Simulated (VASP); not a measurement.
In2O3, 5 atoms in the cell. Symmetry: P-3m1, No. 164, trigonal system. The conventional cell has a = 3.454 Å, b = 3.454 Å, c = 6.157 Å, α = 90.00°, β = 90.00°, γ = 120.00°. In (site symmetry 3m) has 7 O at 2.10 to 2.57 Å within 2.8 Å. O (site symmetry -3m) has 6 In at 2.47 Å and 6 O at 2.92 Å within 3.3 Å. O (site symmetry 3m) has 4 In at 2.10 to 2.57 Å and 3 O at 2.75 Å within 2.8 Å. 

```yaml
Program: VASP 6.6.1
Task: single point
Functional: r2SCAN
Potentials_or_basis: VASP PAW PBE potentials, release 64 (In_d, O)
Cutoff: 520 eV
k_mesh: 9 × 9 × 4
Occupations: gaussian, width 0.01 eV
Spin: no spin polarisation
Dipole_correction: no
Further_INCAR_settings: ALGO = Normal; EDIFF = 1e-06; NBANDS = 30
```

Potentials or basis: VASP PAW PBE potentials, release 64 (In_d, O).

The run is started by

```sh
$ cat potpaw_PBE.64/In_d/POTCAR potpaw_PBE.64/O/POTCAR > POTCAR
$ cp INCAR.step1 INCAR
$ mpirun -np 1 vasp_std > vasp.out
$ cp INCAR.step2 INCAR
$ mpirun -np 1 vasp_std > vasp.out
```

Hardware: 1 thread of Intel(R) Xeon(R) Platinum 8488C (Sapphire Rapids), on a shared host.

**Question.** Estimate the wall time of this run.

**Answer.** Wall time 4.8 min on 1 thread of Intel(R) Xeon(R) Platinum 8488C (Sapphire Rapids), on a shared host, peak memory 0.24 GiB. Counts: k points 43.
